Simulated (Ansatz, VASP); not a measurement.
**One calculation of AlCu, two programs**

Contents of INCAR:

```
  PREC = Accurate
  ENCUT = 520
  EDIFF = 1E-6
  ISMEAR = -1
  SIGMA = 0.05
  LREAL = False
  LASPH = True
  NELM = 60
  ALGO = Normal
  ISIF = 2
  LWAVE = False
  LCHARG = False
  GGA = PS
  NBANDS = 14
```

Contents of KPOINTS:

```
Automatic mesh
0
Gamma
  8 8 8
```

POSCAR

```
AlCu
1.0
    3.0369554445      0.0000000000      0.0000000000
    0.0000000000      3.0369554445      0.0000000000
    0.0000000000      0.0000000000      3.0369554445
Al Cu
1 1
Direct
    0.0000000000      0.0000000000      0.0000000000
    0.5000000000      0.5000000000      0.5000000000
```

Input for Ansatz:

```yaml
crystal:
  lattice:
    - [3.0369554445450193, 0.0, 0.0]
    - [0.0, 3.0369554445450193, 0.0]
    - [0.0, 0.0, 3.0369554445450193]
  atoms:
    - { symbol: Al, position: [0.0, 0.0, 0.0] }
    - { symbol: Cu, position: [0.5, 0.5, 0.5] }
basis:
  ecutwfc: 500.0
kpoints:
  mp_grid:
    grid: [8, 8, 8]
hamiltonian:
  xc: pbesol
scf:
  occupations:
    method: fermi_dirac
    width: 0.05
output:
  stress: true
```

Alike in both runs: task single point; functional PBEsol; k mesh 8 × 8 × 8; occupations fermi-dirac, width 0.05 eV; no spin polarisation.

```csv
,VASP,Ansatz
version,VASP 6.6.1,Ansatz 0.2.0
potentials or method,"VASP PAW PBE potentials, release 64 (Al, Cu), cutoff 520 eV","plane waves, PAW"
valence electrons in the cell,14,22
```

```csv
,VASP,Ansatz,Ansatz less VASP
pressure (GPa),-7.9,-8.7,-0.84
```

VASP's potentials were made for PBE, not for PBEsol. VASP's potentials hold 14 valence electrons a cell and Ansatz's 22, so a difference there can come from the potentials and not from the codes.
